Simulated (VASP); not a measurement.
Write the native input for VASP 6.6.1 that does the following.

```
Task                   : single point
Functional             : PBE
Potentials or basis    : VASP PAW PBE potentials, release 64 (B, N)
Cutoff                 : 520 eV
k mesh                 : 12 × 12 × 4
Occupations            : gaussian, width 0.05 eV
Spin                   : no spin polarisation
Dipole correction      : no
Further INCAR settings : ALGO = Normal; EDIFF = 1e-07; NBANDS = 16
```

The structure of BN lies in POSCAR:

```
BN
1.0
    2.5121751215      0.0000000000      0.0000000000
   -1.2560875608      2.1756074740      0.0571096962
    0.0000000000      0.2190218889      8.3436910039
B N
2 2
Direct
    0.3333333333      0.6666666667      0.2500000000
    0.6666666667      0.3333333333      0.7500000000
    0.3333333333      0.6666666667      0.7500000000
    0.6666666667      0.3333333333      0.2500000000
```

This cell differs from its parent crystal: strain +0.0525 x Voigt [0, 0, 0, 1, 0, 0].

These files were run (other wordings do the same):

INCAR

```
  PREC = Accurate
  ENCUT = 520
  EDIFF = 1E-7
  ISMEAR = 0
  SIGMA = 0.05
  LREAL = False
  LASPH = True
  NELM = 100
  ALGO = Normal
  ISIF = 2
  LWAVE = False
  LCHARG = True
  GGA = PE
  LELF = True
  LVHAR = True
  NBANDS = 16
```

KPOINTS

```
regular mesh
0
Gamma
  12 12 4
```

Potentials or basis: VASP PAW PBE potentials, release 64 (B, N).

Command:

```bash
$ cat potpaw_PBE.64/B/POTCAR potpaw_PBE.64/N/POTCAR > POTCAR
$ mpirun -np 1 vasp_std > vasp.out
```

Results of the run:

| Item | Value |
| --- | --- |
| Pressure | 0.0 GPa |
| Largest force | 0.004 eV/Å |
| Band gap on the k mesh | 4.38 eV, indirect (least direct gap 4.58 eV) |

Caveat: the cell differs from its parent crystal (strain +0.0525 x Voigt [0, 0, 0, 1, 0, 0]); this functional lacks dispersion, which binds the layers, so the pressure and a relaxed spacing across them are unreliable.

It took 98 s on 1 thread of Intel(R) Xeon(R) Platinum 8488C (Sapphire Rapids), with other jobs on the host, peak memory 0.23 GiB.
